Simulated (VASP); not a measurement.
# TiAl3 (Pm-3m) in VASP: a series of runs

The runs below take TiAl3 through single point, with PBEsol.

Everything below comes from runs of VASP 6.6.1. Logs are shortened: lines on timing, memory, paths and dates and some standing lists are left out, and cuts for length are marked.

## (1) The cell of the first run

The structure is cubic, space group Pm-3m (No. 221). Conventional cell: a = 3.926 Å, b = 3.926 Å, c = 3.926 Å, α = 90.00°, β = 90.00°, γ = 90.00°. Within 3.7 Å of Ti (site symmetry m-3m) lie 12 Al at 2.78 Å. Al (site symmetry 4/mmm) has 4 Ti at 2.78 Å and 8 Al at 2.78 Å within 3.7 Å.

## (2) Single point, PBEsol

INCAR

```
ALGO     = Fast           # electronic algorithm
EDIFF    = 1E-6           # SCF threshold, eV
ENCUT    = 520            # plane-wave cutoff, eV
GGA      = PS             # functional
ISIF     = 2              # what is computed and relaxed
ISMEAR   = -1             # smearing method
LASPH    = True           # aspherical terms in the spheres
LCHARG   = False          # write CHGCAR
LREAL    = False          # projectors in reciprocal space
LWAVE    = False          # write WAVECAR
NBANDS   = 18             # bands
NELM     = 60             # most SCF steps
PREC     = Accurate       # precision mode
SIGMA    = 0.05           # smearing width, eV
```

KPOINTS

```
k-points
0
Gamma
  7 7 7
```

POSCAR

```
TiAl3
1.0
    3.9258305155      0.0000000000      0.0000000000
    0.0000000000      3.9258305155      0.0000000000
    0.0000000000      0.0000000000      3.9258305155
Ti Al
1 3
Direct
    0.0000000000      0.0000000000      0.0000000000
    0.0000000000      0.5000000000      0.5000000000
    0.5000000000      0.0000000000      0.5000000000
    0.5000000000      0.5000000000      0.0000000000
```

Potentials or basis: VASP PAW PBE potentials, release 64 (Ti_sv, Al).

Launch:

```console
$ cat potpaw_PBE.64/Ti_sv/POTCAR potpaw_PBE.64/Al/POTCAR > POTCAR
$ mpirun -np 1 vasp_std > vasp.out
```

OUTCAR:

```text
EDIFF = 1E-6
   ENCUT = 520
   GGA = PS
   ISIF = 2
   ISMEAR = -1
   LASPH = True
   LREAL = False
   NELM = 60
   PREC = Accurate

 ion  position               nearest neighbor table
   1  0.000  0.000  0.000-   2 2.78   3 2.78   4 2.78   2 2.78   3 2.78   2 2.78   4 2.78   2 2.78
                             3 2.78   4 2.78   3 2.78   4 2.78
   2  0.000  0.500  0.500-   1 2.78   3 2.78   4 2.78   1 2.78   4 2.78   1 2.78   3 2.78   1 2.78
                             3 2.78   4 2.78   4 2.78   3 2.78
   3  0.500  0.000  0.500-   1 2.78   2 2.78   4 2.78   1 2.78   4 2.78   2 2.78   4 2.78   4 2.78
                             1 2.78   2 2.78   1 2.78   2 2.78
   4  0.500  0.500  0.000-   1 2.78   2 2.78   3 2.78   2 2.78   3 2.78   1 2.78   3 2.78   3 2.78
                             1 2.78   2 2.78   2 2.78   1 2.78

  LATTYP: Found a simple cubic cell.
 ALAT       =     3.9258305155

  Lattice vectors:

 A1 = (   3.9258305155,   0.0000000000,   0.0000000000)
 A2 = (   0.0000000000,   3.9258305155,   0.0000000000)
 A3 = (   0.0000000000,   0.0000000000,   3.9258305155)

Analysis of symmetry for initial positions (statically):
=====================================================================
 Subroutine PRICEL returns:
 Original cell was already a primitive cell.

 Routine SETGRP: Setting up the symmetry group for a
 simple cubic supercell.

 Subroutine GETGRP returns: Found 48 space group operations
 (whereof 48 operations were pure point group operations)
 out of a pool of 48 trial point group operations.

The static configuration has the point symmetry O_h .

Analysis of symmetry for dynamics (positions and initial velocities):
=====================================================================
 Subroutine PRICEL returns:
 Original cell was already a primitive cell.

 Routine SETGRP: Setting up the symmetry group for a
 simple cubic supercell.

 Subroutine GETGRP returns: Found 48 space group operations
 (whereof 48 operations were pure point group operations)
 out of a pool of 48 trial point group operations.

The dynamic configuration has the point symmetry O_h .

 Subroutine INISYM returns: Found 48 space group operations
 (whereof 48 operations are pure point group operations),
 and found     1 'primitive' translations

----------------------------------------------------------------------------------------

                                     Primitive cell

  volume of cell :      60.5055

  direct lattice vectors                    reciprocal lattice vectors
     3.925830515  0.000000000  0.000000000     0.254723172  0.000000000  0.000000000
     0.000000000  3.925830515  0.000000000     0.000000000  0.254723172  0.000000000
     0.000000000  0.000000000  3.925830515     0.000000000  0.000000000  0.254723172

  length of vectors
     3.925830515  3.925830515  3.925830515     0.254723172  0.254723172  0.254723172

  position of ions in fractional coordinates (direct lattice)
     0.000000000  0.000000000  0.000000000
     0.000000000  0.500000000  0.500000000
     0.500000000  0.000000000  0.500000000
     0.500000000  0.500000000  0.000000000

  ion indices of the primitive-cell ions
   primitive index   ion index
                 1           1
                 2           2
                 3           3
                 4           4

----------------------------------------------------------------------------------------

 KPOINTS: k-points

Automatic generation of k-mesh.
 Grid dimensions read from file:
 generate k-points for:    7    7    7

 Generating k-lattice:

  Cartesian coordinates                     Fractional coordinates (reciprocal lattice)
     0.036389025  0.000000000  0.000000000     0.142857143  0.000000000  0.000000000
     0.000000000  0.036389025  0.000000000     0.000000000  0.142857143  0.000000000
     0.000000000  0.000000000  0.036389025     0.000000000  0.000000000  0.142857143

  Length of vectors
     0.036389025  0.036389025  0.036389025

  Shift w.r.t. Gamma in fractional coordinates (k-lattice)
     0.000000000  0.000000000  0.000000000

 Subroutine IBZKPT returns following result:
 ===========================================

 Found     20 irreducible k-points:

 Following reciprocal coordinates:
            Coordinates               Weight
  0.000000  0.000000  0.000000      1.000000
  0.142857  0.000000  0.000000      6.000000
  0.285714  0.000000  0.000000      6.000000
  0.428571  0.000000  0.000000      6.000000
  0.142857  0.142857  0.000000     12.000000
  0.285714  0.142857  0.000000     24.000000
[... 12 lines left out ...]
  0.428571  0.428571  0.285714     24.000000
  0.428571  0.428571  0.428571      8.000000
   k-points           NKPTS =     20   k-points in BZ     NKDIM =     20   number of bands    NBANDS=     18
   number of dos      NEDOS =    301   number of ions     NIONS =      4
   total plane-waves  NPLWV =  27000
   dimension x,y,z NGX =    30 NGY =   30 NGZ =   30
   dimension x,y,z NGXF=    60 NGYF=   60 NGZF=   60
   ions per type =               1   3
   NGX,Y,Z   is equivalent  to a cutoff of  12.70, 12.70, 12.70 a.u.
   NGXF,Y,Z  is equivalent  to a cutoff of  25.41, 25.41, 25.41 a.u.
 SYSTEM =  unknown system
   PREC   = accura    normal or accurate (medium, high low for compatibility)
   ISTART =      0    job   : 0-new  1-cont  2-samecut
   ICHARG =      2    charge: 1-file 2-atom 10-const
   ISPIN  =      1    spin polarized calculation?
   LNONCOLLINEAR =      F non collinear calculations
   LSORBIT =      F    spin-orbit coupling
   LASPH  =      T    aspherical Exc in radial PAW
   ENCUT  =  520.0 eV  38.22 Ry    6.18 a.u.   7.30  7.30  7.30*2*pi/ulx,y,z
   NELM   =     60;   NELMIN=  2; NELMDL= -5     # of ELM steps
   EDIFF  = 0.1E-05   stopping-criterion for ELM
   LREAL  =      F    real-space projection
[... 7 lines left out ...]
   TEBEG  =    0.0;   TEEND  =   0.0 temperature during run
   PSTRESS=    0.0 pullay stress
   NELECT =      21.0000    total number of electrons
   NUPDOWN=      -1.0000    fix difference up-down
   EMIN   =  10.00;   EMAX   =-10.00  energy-range for DOS
   EFERMI =   0.00;   METHOD = LEGACY
   ISMEAR =    -1;   SIGMA  =   0.05  broadening in eV -4-tet -1-fermi 0-gaus
   EFERMI_NEDOS =   21; number of points for ismear=-14 and -15
   IALGO  =     68    algorithm
   IMIX   =      4    mixing-type and parameters
     AMIX     =   0.40;   BMIX     =  1.00
     AMIX_MAG =   1.60;   BMIX_MAG =  1.00
  volume/ion in A,a.u.               =      15.13       102.08
  Fermi-wavevector in a.u.,A,eV,Ry     =   1.150491  2.174112 18.009059  1.323628
  Thomas-Fermi vector in A             =   2.287154
   LORBIT       =      0    0 simple, 1 ext, 2 COOP (PROOUT), +10 PAW based schemes
   GGA     = PS    functional components
   LHFCALC =     F    Hartree Fock is set to
   AEXX    =    0.0000 exact exchange contribution
   IVDW    =     0    specifies the selected vdW correction
   LEPSILON=     F    determine dielectric tensor
   LRPA    =     F    only Hartree local field effects (RPA)
 non-spin polarized calculation
 RMM-DIIS sequential band-by-band and
  energy-cutoff  :      520.00
  volume of cell :       60.51
 maximum number of plane-waves:      1647
 NGX is ok and might be reduce to    30
   NGX = 15   NGY = 15   NGZ = 15

 number of electron      20.9999995 magnetization

 Free energy of the ion-electron system (eV)
  ---------------------------------------------------
  ext. energy  EPLUGINS =         0.00000000
  ---------------------------------------------------
  free energy    TOTEN  =       -22.12531552 eV

  energy without entropy =      -22.10196759  energy(sigma->0) =      -22.11364155

 E-fermi :   9.3685     XC(G=0): -11.0071

 val. band max:        9.2423871353   @ k =   0.1429   0.1429   0.0000
 cond. band min:       9.4057179967   @ k =   0.4286   0.2857   0.1429
 fundamental gap:      0.1633308614
 Fermi energy:         9.3685141856

 k-point     1 :       0.0000    0.0000    0.0000
  band No.  band energies     occupation
      1     -47.3634      2.00000
      2     -23.7773      2.00000
      3     -23.7773      2.00000
      4     -23.7773      2.00000
      5      -1.6624      2.00000
      6       6.1365      2.00000
[... 10 lines left out ...]
     17      15.1171      0.00000
     18      15.1171      0.00000

 k-point     2 :       0.1429    0.0000    0.0000
  band No.  band energies     occupation
      1     -47.3632      2.00000
      2     -23.7817      2.00000
      3     -23.7770      2.00000
      4     -23.7770      2.00000
      5      -1.4608      2.00000
      6       4.9030      2.00000
[... 10 lines left out ...]
     17      14.7645      0.00000
     18      14.7649      0.00000

 k-point     3 :       0.2857    0.0000    0.0000
  band No.  band energies     occupation
      1     -47.3628      2.00000
      2     -23.7915      2.00000
      3     -23.7763      2.00000
      4     -23.7763      2.00000
      5      -0.8683      2.00000
      6       3.1523      2.00000
[... 10 lines left out ...]
     17      13.5889      0.00000
     18      15.1948      0.00000

 k-point     4 :       0.4286    0.0000    0.0000
  band No.  band energies     occupation
      1     -47.3625      2.00000
      2     -23.7993      2.00000
      3     -23.7758      2.00000
      4     -23.7758      2.00000
      5       0.0451      2.00000
      6       1.6097      2.00000
[... 291 lines left out ...]
      4     -23.7873      2.00000
      5       1.4192      2.00000
      6       3.0209      2.00000
[... 10 lines left out ...]
     17      13.7712      0.00000
     18      15.9746      0.00000

 k-point    19 :       0.4286    0.4286    0.2857
  band No.  band energies     occupation
      1     -47.3611      2.00000
      2     -23.7949      2.00000
      3     -23.7947      2.00000
      4     -23.7868      2.00000
      5       2.1739      2.00000
      6       3.6523      2.00000
[... 10 lines left out ...]
     17      12.7382      0.00000
     18      16.9919      0.00000

 k-point    20 :       0.4286    0.4286    0.4286
  band No.  band energies     occupation
      1     -47.3608      2.00000
      2     -23.7940      2.00000
      3     -23.7938      2.00000
      4     -23.7938      2.00000
      5       2.9573      2.00000
      6       4.0825      2.00000
[... 10 lines left out ...]
     17      12.3150      0.00000
     18      19.3685      0.00000

------------------------ aborting loop because EDIFF is reached ----------------------------------------

  FORCE on cell =-STRESS in cart. coord.  units (eV):
  Direction    XX          YY          ZZ          XY          YZ          ZX
  --------------------------------------------------------------------------------------
  -------------------------------------------------------------------------------------
  Total        0.7927021      0.7927021      0.7927021     -0.0000000      0.0000000     -0.0000000
  in kB       20.9906530     20.9906530     20.9906530     -0.0000000      0.0000000     -0.0000000
  external PRESSURE =      20.9906530 kB  Pullay stress =       0.0000000 kB

 VOLUME and BASIS-vectors are now :
 -----------------------------------------------------------------------------
  energy-cutoff  :      520.00
  volume of cell :       60.51
      direct lattice vectors                 reciprocal lattice vectors
     3.925830515  0.000000000  0.000000000     0.254723172  0.000000000  0.000000000
     0.000000000  3.925830515  0.000000000     0.000000000  0.254723172  0.000000000
     0.000000000  0.000000000  3.925830515     0.000000000  0.000000000  0.254723172

 POSITION                                       TOTAL-FORCE (eV/Angst)
 -----------------------------------------------------------------------------------
      0.00000      0.00000      0.00000         0.000000      0.000000      0.000000
      0.00000      1.96292      1.96292         0.000000      0.000000      0.000000
      1.96292      0.00000      1.96292         0.000000      0.000000      0.000000
      1.96292      1.96292      0.00000         0.000000      0.000000      0.000000
 -----------------------------------------------------------------------------------
    total drift:                               -0.000000     -0.000000      0.000000

  FREE ENERGIE OF THE ION-ELECTRON SYSTEM (eV)
  ---------------------------------------------------
  free  energy   TOTEN  =       -22.1253155163 eV

  energy  without entropy=      -22.1019675877  energy(sigma->0) =      -22.11364155
```

It took 34 s on 1 thread of Intel Xeon Platinum 8488C (Sapphire Rapids), shared host; peak memory 0.16 GiB.

What came out:

| Item | Value |
| --- | --- |
| Free energy | -22.1253 eV |
| Pressure | 2.1 GPa |

Levels at points of the mesh, in eV from the Fermi level:
```
           k point  band 8  band 9  band 10  band 11  band 12  band 13
(0.00, 0.00, 0.00)   -2.26   -2.26    -2.26     0.08     0.08     0.08
```

Caveat: the PAW data sets were made with another functional, which shifts forces and pressure a little.

## (3) Single point, PBEsol

This run uses another cell than the first one, of 14.77 Å³/atom, 0.977 times its volume.

INCAR

```
SYSTEM = TiAl3
PREC = Accurate
ENCUT = 520
EDIFF = 1E-6
ISMEAR = -1
SIGMA = 0.05
LREAL = .False.
LASPH = .True.
NELM = 100
ALGO = Normal
ISIF = 2
LWAVE = .False.
LCHARG = .False.
GGA = PS
NBANDS = 18
```

KPOINTS

```
Automatic mesh
0
Gamma
  7 7 7
  0 0 0
```

POSCAR

```
TiAl3
1.0
    3.8949983963      0.0000000000      0.0000000000
    0.0000000000      3.8949983963      0.0000000000
    0.0000000000      0.0000000000      3.8949983963
Ti Al
1 3
Direct
    0.0000000000      0.0000000000      0.0000000000
    0.0000000000      0.5000000000      0.5000000000
    0.5000000000      0.0000000000      0.5000000000
    0.5000000000      0.5000000000      0.0000000000
```

Potentials or basis: VASP PAW PBE potentials, release 64 (Ti_sv, Al).

Launch:

```console
$ cat potpaw_PBE.64/Ti_sv/POTCAR potpaw_PBE.64/Al/POTCAR > POTCAR
$ mpirun -np 1 vasp_std > vasp.out
```

Wall time 19 s (1 thread of Intel Xeon Platinum 8488C (Sapphire Rapids), shared host); peak memory 0.17 GiB.

Results (log left out):

```
Free energy : -22.0935 eV
Pressure    : 5.1 GPa
```

Levels at points of the mesh, in eV from the Fermi level:
| k point | band 6 | band 7 | band 8 | band 9 | band 10 | band 11 | band 12 | band 13 | band 14 | band 15 |
| --- | --- | --- | --- | --- | --- | --- | --- | --- | --- | --- |
| (0.00, 0.00, 0.00) | -3.29 | -3.29 | -2.28 | -2.28 | -2.28 | 0.07 | 0.07 | 0.07 | 0.58 | 4.38 |

Caveat: the PAW data sets were made with another functional, which shifts forces and pressure a little.
